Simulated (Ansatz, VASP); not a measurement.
Two plane-wave programs on NaCl

File INCAR:

```
SYSTEM = NaCl
ALGO     = Normal         ! electronic algorithm
EDIFF    = 1E-8           ! SCF threshold, eV
ENCUT    = 400            ! plane-wave cutoff, eV
GGA      = PS             ! functional
GGA_COMPAT= .False.      
ISIF     = 2              ! what is computed and relaxed
ISMEAR   = -1             ! smearing method
LASPH    = .True.         ! aspherical terms in the spheres
LCHARG   = .False.        ! write CHGCAR
LEFG     = .True.       
LREAL    = .False.        ! projectors in reciprocal space
LWAVE    = .False.        ! write WAVECAR
NBANDS   = 14             ! bands
NELM     = 120            ! most SCF steps
PREC     = Accurate       ! precision mode
SIGMA    = 0.02           ! smearing width, eV
```

KPOINTS

```
k-points
0
Gamma
  8 8 8
  0 0 0
```

Contents of POSCAR:

```
NaCl
1.0
    2.7742000000      0.0000000000      0.0000000000
    0.0000000000      2.7742000000      0.0000000000
    0.0000000000      0.0000000000      2.8600000000
Na Cl
1 1
Direct
    0.0000000000      0.0000000000      0.0000000000
    0.5000000000      0.5000000000      0.5000000000
```

Input for Ansatz:

```yaml
crystal:
  lattice:
    - [2.7742, 0.0, 0.0]
    - [0.0, 2.7742, 0.0]
    - [0.0, 0.0, 2.86]
  atoms:
    - { symbol: Na, position: [0.0, 0.0, 0.0] }
    - { symbol: Cl, position: [0.5, 0.5, 0.5] }
kpoints:
  mp_grid: { grid: [8, 8, 8] }
scf:
  occupations: { method: fermi_dirac, width: 0.02 }
hamiltonian:
  xc: pbesol
  pseudopotentials: { kind: paw }
output:
  forces: true
  stress: true
  eigenvalues: true
  efg: { contact_densities: true }
```

Change from the starting cell: equal xx and yy strain of -3 %, PAW files.

Alike in both runs: task electric field gradients; functional PBEsol; k mesh 8 × 8 × 8; occupations fermi-dirac, width 0.02 eV; no spin polarisation.

|  | VASP | Ansatz |
| --- | --- | --- |
| version | VASP 6.6.1 | Ansatz 0.2.0 |
| potentials or method | VASP PAW PBE potentials, release 64 (Na_pv, Cl) | PAW with Ansatz's default frozen-core files, scalar-relativistic |
| plane-wave cutoff (eV) | 400 | 420 |
| valence electrons in the cell | 14 | 16 |

Ansatz gave:

* gap on the k mesh at the Fermi level (eV): 3.73
* pressure (GPa): 75.9
* traceless stress, the component that is largest in VASP (GPa): -5.76
* size of Vzz on the site where it differs most (V/Å²): 18.2

Q: Estimate VASP's values.

A: gap on the k mesh at the Fermi level (eV): 3.79; pressure (GPa): 76.4; traceless stress, the component that is largest in VASP (GPa): -5.72; size of Vzz on the site where it differs most (V/Å²): 17.4.

VASP's potentials were made for PBE, not for PBEsol. Both programs put the cell under a high pressure, so it lies far from rest at this level. VASP's potentials hold 14 valence electrons a cell and Ansatz's 16, so a difference there can come from the potentials and not from the codes.

Noted on VASP's run: the cell as given lies far from equilibrium.
